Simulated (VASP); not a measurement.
Ga7P8 (a cell with a defect), 15 atoms in the cell. The cell holds a defect, 15 atoms: a = 7.785 Å, b = 7.785 Å, c = 7.785 Å, α = 60.00°, β = 60.00°, γ = 60.00°.  This cell differs from its parent crystal: atoms taken out, then relaxed in part.

```yaml
Program: VASP 6.6.1
Task: single point
Functional: PBE
Potentials_or_basis: VASP PAW PBE potentials, release 64 (Ga_d, P)
Cutoff: 520 eV
k_mesh: 4 × 4 × 4
Occupations: gaussian, width 0.05 eV
Spin: no spin polarisation
Dipole_correction: no
Charge: -3
Further_INCAR_settings: LREAL = Auto; ALGO = Normal; EDIFF = 1e-06; NBANDS = 78; NELECT = 134.0
```

Potentials or basis: VASP PAW PBE potentials, release 64 (Ga_d, P).

Run with:

```console
$ cat potpaw_PBE.64/Ga_d/POTCAR potpaw_PBE.64/P/POTCAR > POTCAR
$ mpirun -np 1 vasp_std > vasp.out
```

Hardware: 1 thread of Intel(R) Xeon(R) Platinum 8488C (Sapphire Rapids), on a shared host.

**Question.** Estimate the wall time of this run.

**Answer.** Wall time 5.9 min on 1 thread of Intel(R) Xeon(R) Platinum 8488C (Sapphire Rapids), with other jobs on the host, peak memory 0.53 GiB. Counts: scf iterations 15, k points 8.
